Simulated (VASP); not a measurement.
Wanted: the native input for a VASP 6.6.1 run.

```
Task                   : single point
Functional             : revPBE
Potentials or basis    : VASP PAW PBE potentials, release 64 (Bi_d, Te)
Cutoff                 : 520 eV
k mesh                 : 6 × 6 × 6
Occupations            : gaussian, width 0.05 eV
Spin                   : no spin polarisation
Dipole correction      : no
Further INCAR settings : ALGO = Normal; EDIFF = 1e-06; NBANDS = 18
```

The structure of BiTe lies in POSCAR:

```
BiTe
1.0
    0.0000000000      3.2349999084      3.2349999084
    3.2349999084      0.0000000000      3.2349999084
    3.2349999084      3.2349999084      0.0000000000
Bi Te
1 1
Direct
    0.5000000000      0.5000000000      0.5000000000
    0.0000000000      0.0000000000      0.0000000000
```

One way to write it, as run:

INCAR

```
SYSTEM = BiTe
PREC = Accurate
ENCUT = 520
EDIFF = 1E-6
ISMEAR = 0
SIGMA = 0.05
LREAL = .False.
LASPH = .True.
NELM = 80
ALGO = Normal
ISIF = 2
LWAVE = .False.
LCHARG = .False.
GGA = RE
NBANDS = 18
```

KPOINTS

```
regular mesh
0
Gamma
  6 6 6
  0 0 0
```

Potentials or basis: VASP PAW PBE potentials, release 64 (Bi_d, Te).

Run with:

```sh
$ cat potpaw_PBE.64/Bi_d/POTCAR potpaw_PBE.64/Te/POTCAR > POTCAR
$ mpirun -np 1 vasp_std > vasp.out
```

Results of the run:

- Pressure: 1.8 GPa

Caveat: the PAW data sets were made with another functional, which shifts forces and pressure a little.

It took 20 s on 1 thread of Intel(R) Xeon(R) Platinum 8488C (Sapphire Rapids), on a shared host, peak memory 0.2 GiB.
